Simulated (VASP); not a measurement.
# Si (Imma) in VASP: single point with PBEsol

Aim: the single point of Si with PBEsol.

Everything below comes from runs of VASP 6.6.1. Logs are shortened: lines on timing, memory, paths and dates and some standing lists are left out, and cuts for length are marked.

**1. The cell of the first run**

It takes space group Imma (No. 74, orthorhombic). Conventional cell: a = 3.804 Å, b = 3.845 Å, c = 5.454 Å, α = 90.00°, β = 90.00°, γ = 90.00°. Si (site symmetry mm2) has 4 Si at 2.34 to 2.35 Å within 3.1 Å.

**2. Single point, PBEsol**

INCAR reads:

```
PREC     = Accurate       # precision mode
ENCUT    = 500            # plane-wave cutoff, eV
EDIFF    = 1E-6           # SCF threshold, eV
ISMEAR   = 0              # smearing method
SIGMA    = 0.01           # smearing width, eV
LREAL    = False          # projectors in reciprocal space
LASPH    = True           # aspherical terms in the spheres
NELM     = 120            # most SCF steps
ALGO     = Normal         # electronic algorithm
ISIF     = 2              # what is computed and relaxed
LWAVE    = False          # write WAVECAR
LCHARG   = False          # write CHGCAR
GGA      = PS             # functional
NBANDS   = 11             # bands
GGA_COMPAT= False
```

KPOINTS reads:

```
Automatic mesh
0
Gamma
  4 4 4
```

POSCAR reads:

```
Si
1.0
   -0.0145272556      2.7041893816      2.7268341429
    2.7041893816     -0.0145272556      2.7268341429
    2.6896621260      2.6896621260      0.0000000000
Si
2
Direct
   -0.0007394242     -0.0007394242      0.0007394242
    0.2507394242      0.2507394242      0.2492605758
```

Potentials or basis: VASP PAW PBE potentials, release 64 (Si).

Launch:

```
> cat potpaw_PBE.64/Si/POTCAR > POTCAR
> mpirun -np 1 vasp_std > vasp.out
```

OUTCAR:

```text
PREC = Accurate
   ENCUT = 500
   EDIFF = 1E-6
   ISMEAR = 0
   LREAL = False
   LASPH = True
   NELM = 120
   ISIF = 2
   GGA = PS

 ion  position               nearest neighbor table
   1  0.999  0.999  0.001-   2 2.34   2 2.34   2 2.35   2 2.35
   2  0.251  0.251  0.249-   1 2.34   1 2.34   1 2.35   1 2.35

  LATTYP: Found a body centered orthorhombic cell.
 ALAT       =     3.8037566568
 B/A-ratio  =     1.0108022903
 C/A-ratio  =     1.4337584598

  Lattice vectors:

 A1 = (   0.0145272556,  -2.7041893816,  -2.7268341429)
 A2 = (  -0.0145272556,   2.7041893816,  -2.7268341429)
 A3 = (   2.7041893816,  -0.0145272556,   2.7268341429)

Analysis of symmetry for initial positions (statically):
=====================================================================
 Subroutine PRICEL returns:
 Original cell was already a primitive cell.

 Routine SETGRP: Setting up the symmetry group for a
 body centered orthorhombic supercell.

 Subroutine GETGRP returns: Found  8 space group operations
 (whereof  4 operations were pure point group operations)
 out of a pool of  8 trial point group operations.

The static configuration has the point symmetry C_2v.
 The point group associated with its full space group is D_2h.

Analysis of symmetry for dynamics (positions and initial velocities):
=====================================================================
 Subroutine PRICEL returns:
 Original cell was already a primitive cell.

 Routine SETGRP: Setting up the symmetry group for a
 body centered orthorhombic supercell.

 Subroutine GETGRP returns: Found  8 space group operations
 (whereof  4 operations were pure point group operations)
 out of a pool of  8 trial point group operations.

The dynamic configuration has the point symmetry C_2v.
 The point group associated with its full space group is D_2h.

 Subroutine INISYM returns: Found  8 space group operations
 (whereof  4 operations are pure point group operations),
 and found     1 'primitive' translations

----------------------------------------------------------------------------------------

                                     Primitive cell

  volume of cell :      39.8796

  direct lattice vectors                    reciprocal lattice vectors
    -0.014527256  2.704189382  2.726834143    -0.183910303  0.183910303  0.183362821
     2.704189382 -0.014527256  2.726834143     0.183910303 -0.183910303  0.183362821
     2.689662126  2.689662126  0.000000000     0.185896955  0.185896955 -0.183362821

  length of vectors
     3.840374421  3.840374421  3.803756657     0.318226214  0.318226214  0.320526567

  position of ions in fractional coordinates (direct lattice)
     0.999260576  0.999260576  0.000739424
     0.250739424  0.250739424  0.249260576

  ion indices of the primitive-cell ions
   primitive index   ion index
                 1           1
                 2           2

----------------------------------------------------------------------------------------

 KPOINTS: Automatic mesh

Automatic generation of k-mesh.
 Grid dimensions read from file:
 generate k-points for:    4    4    4

 Generating k-lattice:

  Cartesian coordinates                     Fractional coordinates (reciprocal lattice)
    -0.045977576  0.045977576  0.045840705     0.250000000 -0.000000000  0.000000000
     0.045977576 -0.045977576  0.045840705    -0.000000000  0.250000000  0.000000000
     0.046474239  0.046474239 -0.045840705     0.000000000  0.000000000  0.250000000

  Length of vectors
     0.079556553  0.079556553  0.080131642

  Shift w.r.t. Gamma in fractional coordinates (k-lattice)
     0.000000000  0.000000000  0.000000000

 Subroutine IBZKPT returns following result:
 ===========================================

 Found     18 irreducible k-points:

 Following reciprocal coordinates:
            Coordinates               Weight
  0.000000  0.000000  0.000000      1.000000
  0.250000 -0.000000  0.000000      4.000000
  0.500000 -0.000000  0.000000      2.000000
  0.250000  0.250000  0.000000      2.000000
  0.500000  0.250000  0.000000      4.000000
 -0.250000  0.250000  0.000000      2.000000
[... 10 lines left out ...]
  0.250000  0.250000  0.500000      2.000000
 -0.250000  0.250000  0.500000      2.000000
   k-points           NKPTS =     18   k-points in BZ     NKDIM =     18   number of bands    NBANDS=     11
   number of dos      NEDOS =    301   number of ions     NIONS =      2
   total plane-waves  NPLWV =  21952
   dimension x,y,z NGX =    28 NGY =   28 NGZ =   28
   dimension x,y,z NGXF=    56 NGYF=   56 NGZF=   56
   ions per type =               2
   NGX,Y,Z   is equivalent  to a cutoff of  12.12, 12.12, 12.24 a.u.
   NGXF,Y,Z  is equivalent  to a cutoff of  24.24, 24.24, 24.48 a.u.
 SYSTEM =  unknown system
   PREC   = accura    normal or accurate (medium, high low for compatibility)
   ISTART =      0    job   : 0-new  1-cont  2-samecut
   ICHARG =      2    charge: 1-file 2-atom 10-const
   ISPIN  =      1    spin polarized calculation?
   LNONCOLLINEAR =      F non collinear calculations
   LSORBIT =      F    spin-orbit coupling
   LASPH  =      T    aspherical Exc in radial PAW
   ENCUT  =  500.0 eV  36.75 Ry    6.06 a.u.   7.00  7.00  6.94*2*pi/ulx,y,z
   NELM   =    120;   NELMIN=  2; NELMDL= -5     # of ELM steps
   EDIFF  = 0.1E-05   stopping-criterion for ELM
   LREAL  =      F    real-space projection
   EDIFFG = 0.1E-04   stopping-criterion for IOM
   NSW    =      0    number of steps for IOM
   IBRION =     -1    ionic relax: 0-MD 1-quasi-New 2-CG
   NFREE  =      0    steps in history (QN), initial steepest desc. (CG)
   ISIF   =      2    stress and relaxation
   ISYM   =      2    0-nonsym 1-usesym 2-fastsym
   POTIM  = 0.5000    time-step for ionic-motion
   TEBEG  =    0.0;   TEEND  =   0.0 temperature during run
   PSTRESS=    0.0 pullay stress
   NELECT =       8.0000    total number of electrons
   NUPDOWN=      -1.0000    fix difference up-down
   EMIN   =  10.00;   EMAX   =-10.00  energy-range for DOS
   EFERMI =   0.00;   METHOD = LEGACY
   ISMEAR =     0;   SIGMA  =   0.01  broadening in eV -4-tet -1-fermi 0-gaus
   EFERMI_NEDOS =   21; number of points for ismear=-14 and -15
   IALGO  =     38    algorithm
   IMIX   =      4    mixing-type and parameters
     AMIX     =   0.40;   BMIX     =  1.00
     AMIX_MAG =   1.60;   BMIX_MAG =  1.00
  volume/ion in A,a.u.               =      19.94       134.56
  Fermi-wavevector in a.u.,A,eV,Ry     =   0.958344  1.811007 12.495903  0.918423
  Thomas-Fermi vector in A             =   2.087443
   LORBIT       =      0    0 simple, 1 ext, 2 COOP (PROOUT), +10 PAW based schemes
   GGA     = PS    functional components
   LHFCALC =     F    Hartree Fock is set to
   AEXX    =    0.0000 exact exchange contribution
   IVDW    =     0    specifies the selected vdW correction
   LEPSILON=     F    determine dielectric tensor
   LRPA    =     F    only Hartree local field effects (RPA)
 non-spin polarized calculation
 Gauss-broadening in eV      SIGMA  =   0.01
  energy-cutoff  :      500.00
  volume of cell :       39.88
 maximum number of plane-waves:      1025
   NGX = 13   NGY = 13   NGZ = 13

 number of electron       8.0000001 magnetization

 Free energy of the ion-electron system (eV)
  ---------------------------------------------------
  ext. energy  EPLUGINS =         0.00000000
  ---------------------------------------------------
  free energy    TOTEN  =       -11.29249024 eV

  energy without entropy =      -11.29249024  energy(sigma->0) =      -11.29249024

 E-fermi :   6.0669     XC(G=0):  -9.5477

 val. band max:        5.9522376492   @ k =   0.0000   0.0000   0.0000
 cond. band min:       6.3966085129   @ k =   0.5000   0.5000   0.0000
 fundamental gap:      0.4443708637
 Fermi energy:         6.0669427334

 k-point     1 :       0.0000    0.0000    0.0000
  band No.  band energies     occupation
      1      -6.1522      2.00000
      2       5.8373      2.00000
      3       5.8436      2.00000
      4       5.9522      2.00000
      5       8.3059      0.00000
      6       8.3811      0.00000
      7       8.4265      0.00000
      8       9.2611      0.00000
      9      13.4667      0.00000
     10      13.5880      0.00000
     11      13.6225      0.00000

 k-point     2 :       0.2500   -0.0000    0.0000
  band No.  band energies     occupation
      1      -5.3523      2.00000
      2       1.8717      2.00000
      3       5.0747      2.00000
      4       5.1910      2.00000
      5       7.8829      0.00000
      6       9.2950      0.00000
      7       9.3747      0.00000
      8      12.7304      0.00000
      9      12.9440      0.00000
     10      13.0539      0.00000
     11      14.6702      0.00000

 k-point     3 :       0.5000   -0.0000    0.0000
  band No.  band energies     occupation
      1      -3.8144      2.00000
      2      -1.1825      2.00000
      3       4.6360      2.00000
      4       4.7570      2.00000
      5       7.3948      0.00000
      6       9.1007      0.00000
      7       9.2063      0.00000
      8      13.4103      0.00000
      9      16.3420      0.00000
     10      16.3666      0.00000
     11      17.0513      0.00000

 k-point     4 :       0.2500    0.2500    0.0000
  band No.  band energies     occupation
      1      -5.0715      2.00000
      2       2.3160      2.00000
      3       3.9175      2.00000
      4       4.0547      2.00000
      5       6.9280      0.00000
      6       8.8698      0.00000
      7      11.5701      0.00000
      8      11.6199      0.00000
      9      13.8751      0.00000
     10      14.8223      0.00000
     11      17.0770      0.00000

 k-point     5 :       0.5000    0.2500    0.0000
  band No.  band energies     occupation
      1      -3.4327      2.00000
      2      -0.5694      2.00000
      3       2.2459      2.00000
      4       3.7446      2.00000
      5       7.3719      0.00000
      6      10.1639      0.00000
      7      11.5684      0.00000
      8      11.7818      0.00000
      9      16.0240      0.00000
     10      16.3682      0.00000
     11      18.0009      0.00000
[... 127 lines left out ...]
 k-point    15 :       0.2500    0.0000    0.5000
  band No.  band energies     occupation
      1      -3.3781      2.00000
      2      -0.5429      2.00000
      3       2.2722      2.00000
      4       3.6095      2.00000
      5       7.2343      0.00000
      6      10.1603      0.00000
      7      11.5179      0.00000
      8      11.6890      0.00000
      9      15.9944      0.00000
     10      16.4958      0.00000
     11      18.0175      0.00000

 k-point    16 :       0.5000    0.0000    0.5000
  band No.  band energies     occupation
      1      -1.9548      2.00000
      2      -1.9548      2.00000
      3       2.9601      2.00000
      4       2.9601      2.00000
      5       6.4113      0.00000
      6       6.4113      0.00000
      7      15.9417      0.00000
      8      15.9417      0.00000
      9      16.8308      0.00000
     10      16.8308      0.00000
     11      18.3317      0.00000

 k-point    17 :       0.2500    0.2500    0.5000
  band No.  band energies     occupation
      1      -4.0543      2.00000
      2       0.3580      2.00000
      3       2.0185      2.00000
      4       4.5249      2.00000
      5       8.2166      0.00000
      6      10.5774      0.00000
      7      10.8519      0.00000
      8      11.8628      0.00000
      9      12.1725      0.00000
     10      15.6752      0.00000
     11      18.2492      0.00000

 k-point    18 :      -0.2500    0.2500    0.5000
  band No.  band energies     occupation
      1      -1.7865      2.00000
      2      -1.7865      2.00000
      3       1.9375      2.00000
      4       1.9375      2.00000
      5       9.9675      0.00000
      6       9.9675      0.00000
      7      10.7421      0.00000
      8      10.7421      0.00000
      9      16.5232      0.00000
     10      16.5232      0.00000
     11      19.0008      0.00000

------------------------ aborting loop because EDIFF is reached ----------------------------------------

  FORCE on cell =-STRESS in cart. coord.  units (eV):
  Direction    XX          YY          ZZ          XY          YZ          ZX
  --------------------------------------------------------------------------------------
  -------------------------------------------------------------------------------------
  Total        0.3929890      0.3929890      0.1938436      0.1968225      0.0000000      0.0000000
  in kB       15.7884898     15.7884898      7.7877442      7.9074235      0.0000000      0.0000000
  external PRESSURE =      13.1215746 kB  Pullay stress =       0.0000000 kB

 VOLUME and BASIS-vectors are now :
 -----------------------------------------------------------------------------
  energy-cutoff  :      500.00
  volume of cell :       39.88
      direct lattice vectors                 reciprocal lattice vectors
    -0.014527256  2.704189382  2.726834143    -0.183910303  0.183910303  0.183362821
     2.704189382 -0.014527256  2.726834143     0.183910303 -0.183910303  0.183362821
     2.689662126  2.689662126  0.000000000     0.185896955  0.185896955 -0.183362821

 POSITION                                       TOTAL-FORCE (eV/Angst)
 -----------------------------------------------------------------------------------
      2.68966      2.68966      5.44964         0.000000      0.000000      0.009093
      1.34483      1.34483      1.36745        -0.000000     -0.000000     -0.009093
 -----------------------------------------------------------------------------------
    total drift:                                0.000000     -0.000000      0.000000

  FREE ENERGIE OF THE ION-ELECTRON SYSTEM (eV)
  ---------------------------------------------------
  free  energy   TOTEN  =       -11.2924902445 eV

  energy  without entropy=      -11.2924902445  energy(sigma->0) =      -11.29249024
```

Run time: 5.8 s. Hardware: 1 thread of Intel Xeon Platinum 8559C (Emerald Rapids), shared host; peak memory 0.14 GiB.

Results:

```yaml
Free_energy: -11.2925 eV
Pressure: 1.3 GPa
Largest_force: 0.009 eV/Å
Band_gap_on_the_k_mesh: 0.44 eV, indirect (least direct gap 2.35 eV)
```

Forces in eV/Å, atoms in the order of the input:
```
Si   0.000  0.000  0.009
Si   0.000  0.000 -0.009
```

Caveat: the k points lie up to 0.50 Å⁻¹ apart; the PAW data sets were made with another functional, which shifts forces and pressure a little. A k mesh can miss the band edges.
